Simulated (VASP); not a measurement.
## AlO5: single point with PBE

AlO5:

```
Al O
1.0
    -1.89077    1.89077    3.69948
     1.89077   -1.89077    3.69948
     1.89077    1.89077   -3.69948
Al O
1 5
Cartesian
  0.0000 0.0000 0.0000
  1.8908 0.0000 1.1584
  1.8908 0.0000 2.5410
  0.0000 1.8908 2.5410
  0.0000 1.8908 1.1584
  0.0000 0.0000 3.6995
```

The cell was built from a structure type or drawn by symmetry, and may not be a known phase.

```json
{
  "Program": "VASP 6.6.1",
  "Task": "single point",
  "Functional": "PBE",
  "Potentials or basis": "VASP PAW PBE potentials, release 64 (Al, O)",
  "Cutoff": "600 eV",
  "k mesh": "5 × 5 × 5",
  "Occupations": "gaussian, width 0.2 eV",
  "Spin": "no spin polarisation"
}
```

The pressure is 0.2 GPa, the largest force is 0.303 eV/Å and the band gap on the k mesh is zero (an odd number of electrons rules out a gap without spin polarisation).

Forces in eV/Å, atoms in the order of the input:
```
Al   0.000  0.000  0.000
O    0.000  0.000 -0.303
O    0.000  0.000  0.303
O    0.000  0.000  0.303
O    0.000  0.000 -0.303
O    0.000  0.000  0.000
```

Stress tensor (GPa, compression positive):
```
-0.73  0.00  0.00
 0.00 -0.73  0.00
 0.00  0.00  1.98
```

Levels at points of the mesh, in eV from the Fermi level:
| k point | band 14 | band 15 | band 16 | band 17 | band 18 | band 19 |
| --- | --- | --- | --- | --- | --- | --- |
| (0.00, 0.00, 0.00) | -1.73 | -0.38 | -0.38 | 0.67 | 0.67 | 1.86 |

Run time: 31 s on 1 thread of Intel(R) Xeon(R) Platinum 8488C (Sapphire Rapids), with other jobs on the host, peak memory 0.19 GiB.

Caveat: the k points lie up to 0.37 Å⁻¹ apart, too coarse for converged energies and pressures of a metal; an odd number of electrons without spin polarisation forces a metal; a magnetic or distorted state may lie lower.
